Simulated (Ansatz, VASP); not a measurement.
## CuO: VASP beside Ansatz

File INCAR:

```
SYSTEM = CuO
ALGO     = Normal         ! electronic algorithm
EDIFF    = 1E-8           ! SCF threshold, eV
ENCUT    = 520            ! plane-wave cutoff, eV
GGA      = PE             ! functional
ISIF     = 2              ! what is computed and relaxed
ISMEAR   = -1             ! smearing method
LASPH    = .TRUE.         ! aspherical terms in the spheres
LCHARG   = .FALSE.        ! write CHGCAR
LEFG     = .TRUE.       
LREAL    = .FALSE.        ! projectors in reciprocal space
LWAVE    = .FALSE.        ! write WAVECAR
NBANDS   = 16             ! bands
NELM     = 80             ! most SCF steps
PREC     = Accurate       ! precision mode
SIGMA    = 0.08           ! smearing width, eV
```

File KPOINTS:

```
k-points
0
G
  16 16 16
  0 0 0
```

POSCAR

```
CuO
1.0
    0.0000000000      2.1225350073      2.1225350073
    2.1225350073      0.0000000000      2.1225350073
    2.1225350073      2.1225350073      0.0000000000
Cu O
1 1
Direct
    0.0000000000      0.0000000000      0.0000000000
    0.5000000000      0.5000000000      0.5000000000
```

Input for Ansatz:

```yaml
crystal:
  lattice:
    - [0.0, 2.1225350073, 2.1225350073]
    - [2.1225350073, 0.0, 2.1225350073]
    - [2.1225350073, 2.1225350073, 0.0]
  atoms:
    - { symbol: Cu, position: [0.0, 0.0, 0.0] }
    - { symbol: O, position: [0.5, 0.5, 0.5] }
kpoints:
  mp_grid: { grid: [16, 16, 16] }
  band_path:
    path:
      - [0.0, 0.0, 0.0]
      - [0.5, 0.0, 0.5]
      - [0.625, 0.25, 0.625]
      - [0.375, 0.375, 0.75]
      - [0.0, 0.0, 0.0]
      - [0.5, 0.5, 0.5]
      - [0.5, 0.25, 0.75]
      - [0.5, 0.0, 0.5]
    npoints: 8
scf:
  occupations: { method: fermi_dirac, width: 0.08 }
hamiltonian:
  xc: pbe
  pseudopotentials: { kind: all_electron, datasets: crystal }
output:
  forces: true
  stress: true
  eigenvalues: true
  efg: { contact_densities: true }
```

Alike in both runs: task electric field gradients; functional PBE; k mesh 16 × 16 × 16; occupations fermi-dirac, width 0.08 eV; no spin polarisation.

|  | VASP | Ansatz |
| --- | --- | --- |
| version | VASP 6.6.1 | Ansatz 0.2.0 |
| potentials or method | VASP PAW PBE potentials, release 64 (Cu, O), cutoff 520 eV | all-electron PAW with datasets made for the crystal, scalar-relativistic |

```csv
,VASP,Ansatz,Ansatz less VASP
pressure (GPa),0.3,-0.1,-0.32
```

Ansatz ran all-electron here, and VASP with PAW potentials.
